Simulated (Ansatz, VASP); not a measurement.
**Ti in VASP and in Ansatz**

Contents of INCAR:

```
SYSTEM = Ti
  PREC = Accurate
  ENCUT = 520
  EDIFF = 1E-6
  ISMEAR = 0
  SIGMA = 0.15
  LREAL = .False.
  LASPH = .True.
  NELM = 100
  ALGO = Fast
  ISIF = 2
  LWAVE = .False.
  LCHARG = .False.
  GGA = PS
  NBANDS = 12
```

The input KPOINTS:

```
Automatic mesh
0
Gamma
  20 20 20
  0 0 0
```

Contents of POSCAR:

```
Ti
1.0
   -1.7066400000      1.7066400000      1.7722800000
    1.7066400000     -1.7066400000      1.7722800000
    1.7066400000      1.7066400000     -1.7722800000
Ti
1
Direct
    0.0000000000      0.0000000000      0.0000000000
```

Input for Ansatz:

```yaml
crystal:
  lattice:
    - [-1.70664, 1.70664, 1.77228]
    - [1.70664, -1.70664, 1.77228]
    - [1.70664, 1.70664, -1.77228]
  atoms:
    - { symbol: Ti, position: [0.0, 0.0, 0.0] }
basis:
  ecutwfc: 420
kpoints:
  mp_grid: { grid: [20, 20, 20] }
hamiltonian:
  xc: pbesol
scf:
  occupations: { method: gaussian, width: 0.15 }
output:
  forces: true
  stress: true
  eigenvalues: true
  write_density: true
  write_potential: true
  elf: true
  volumetric_format: npy
```

Change from the starting cell: strain +0.040 along x and y, +0.080 along z, atoms carried along.

Alike in both runs: task single point; functional PBEsol; k mesh 20 × 20 × 20; occupations gaussian, width 0.15 eV; no spin polarisation.

|  | VASP | Ansatz |
| --- | --- | --- |
| version | VASP 6.6.1 | Ansatz 0.2.0 |
| potentials or method | VASP PAW PBE potentials, release 64 (Ti_sv), cutoff 520 eV | scalar-relativistic, plane waves, PAW |
| valence electrons in the cell | 12 | 12 |

VASP gave:

```
gap on the k mesh at the Fermi level (eV)                     : none
pressure (GPa)                                                : -17.0
traceless stress, the component that is largest in VASP (GPa) : 0.66
```

Q: Estimate Ansatz's values.

A: gap on the k mesh at the Fermi level (eV): none; pressure (GPa): -16.9; traceless stress, the component that is largest in VASP (GPa): 0.67.

VASP's potentials were made for PBE, not for PBEsol. A gap of «none» marks a metal or a gap that the smearing closes.
